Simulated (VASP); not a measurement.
## HfC (WC type): single point with PBE

Crystal: HfC (WC type).

```
CELL_PARAMETERS angstrom
3.08336 0.00000 0.00000
-1.54168 2.67027 0.00000
0.00000 0.00000 2.82396
ATOMIC_POSITIONS crystal
Hf 0.00000 0.00000 0.00000
C 0.33333 0.66667 0.50000
```

```yaml
Program: VASP 6.6.1
Task: single point
Functional: PBE
Potentials_or_basis: VASP PAW PBE potentials, release 64 (Hf_pv, C)
Cutoff: 520 eV
k_mesh: 14 × 14 × 13
Occupations: fermi-dirac, width 0.08 eV
Spin: no spin polarisation
```

```json
{"Pressure": "31.5 GPa", "Band gap on the k mesh": "zero (bands 7 and 8 overlap by 0.16 eV)"}
```

Stress tensor (GPa, compression positive):
```
31.75  0.00  0.00
 0.00 31.75  0.00
 0.00  0.00 30.92
```

Levels at points of the mesh, in eV from the Fermi level:
```csv
k point,band 4,band 5,band 6,band 7,band 8,band 9,band 10,band 11
"(0.00, 0.00, 0.00)",-12.47,-1.69,-1.69,-1.43,1.81,5.96,7.13,7.13
"(0.50, 0.00, 0.00)",-9.52,-5.05,-0.99,-0.80,0.54,6.19,6.89,7.39
```

It took 46 s on 1 thread of Intel Xeon 8259CL (shared host), peak memory 0.18 GiB.

Caveat: the cell stands under pressure; spin-orbit coupling is left out, which moves the levels of the heavy elements.
